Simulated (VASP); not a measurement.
Here is a VASP 6.6.1 calculation.

File INCAR:

```
ALGO     = Normal         # electronic algorithm
EDIFF    = 1E-6           # SCF threshold, eV
ENCUT    = 600            # plane-wave cutoff, eV
GGA      = PE             # functional
GGA_COMPAT= False        
ISIF     = 2              # what is computed and relaxed
ISMEAR   = 0              # smearing method
LASPH    = True           # aspherical terms in the spheres
LCHARG   = False          # write CHGCAR
LREAL    = False          # projectors in reciprocal space
LWAVE    = False          # write WAVECAR
NBANDS   = 11             # bands
NELM     = 120            # most SCF steps
PREC     = Accurate       # precision mode
SIGMA    = 0.01           # smearing width, eV
```

KPOINTS

```
k-points
0
Gamma
  4 4 4
```

Contents of POSCAR:

```
Mg2Si
1.0
    0.0000000000      3.1152415668      3.1152415668
    3.1152415668      0.0000000000      3.1152415668
    3.1152415668      3.1152415668      0.0000000000
Si Mg
1 2
Direct
    0.0000000000      0.0000000000      0.0000000000
    0.2500000000      0.2500000000      0.2500000000
    0.7500000000      0.7500000000      0.7500000000
```

Potentials or basis: VASP PAW PBE potentials, release 64 (Si, Mg).

Run with:

```console
$ cat potpaw_PBE.64/Si/POTCAR potpaw_PBE.64/Mg/POTCAR > POTCAR
$ mpirun -np 1 vasp_std > vasp.out
```

Task: What does it give for the pressure?

Result: 3.9 GPa.

Task: Predict the band gap on the k mesh.

Result: 0.10 eV, indirect (least direct gap 2.13 eV).

Caveat: the k points lie up to 0.44 Å⁻¹ apart. A k mesh can miss the band edges.
